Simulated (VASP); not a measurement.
Input of a VASP 6.6.1 run:

The input INCAR:

```
PREC     = Accurate       # precision mode
ENCUT    = 460            # plane-wave cutoff, eV
EDIFF    = 1E-8           # SCF threshold, eV
ISMEAR   = -1             # smearing method
SIGMA    = 0.03           # smearing width, eV
LREAL    = F              # projectors in reciprocal space
LASPH    = T              # aspherical terms in the spheres
NELM     = 120            # most SCF steps
ALGO     = Normal         # electronic algorithm
ISIF     = 2              # what is computed and relaxed
LWAVE    = F              # write WAVECAR
LCHARG   = F              # write CHGCAR
LEFG     = T            
NBANDS   = 14             # bands
GGA_COMPAT= F
```

The input KPOINTS:

```
Automatic mesh
0
Gamma
  16 16 16
```

File POSCAR:

```
Rh
1.0
    0.0000000000      1.8635190000      1.9015500000
    1.8635190000      0.0000000000      1.9015500000
    1.8635190000      1.8635190000      0.0000000000
Rh
1
Direct
    0.0000000000      0.0000000000      0.0000000000
```

Potentials or basis: VASP PAW LDA potentials, release 64 (Rh_sv_GW).

Command:

```sh
$ cat potpaw_LDA.64/Rh_sv_GW/POTCAR > POTCAR
$ mpirun -np 1 vasp_std > vasp.out
```

Problem. Estimate the band gap on the k mesh.

Solution. Zero (an odd number of electrons rules out a gap without spin polarisation).

Problem. Predict the pressure.

Solution. -1.9 GPa.

Stress tensor (GPa, compression positive):
```
-0.03  0.00  0.00
 0.00 -0.03  0.00
 0.00  0.00 -5.50
```

Caveat: the cell differs from its parent crystal (equal xx and yy strain of -2 %); the stress differs along the axes, from -6 to -0 GPa; without QUAD_EFG the Cq values of the log hold for a quadrupole moment of 1 mb, not for the nuclei.
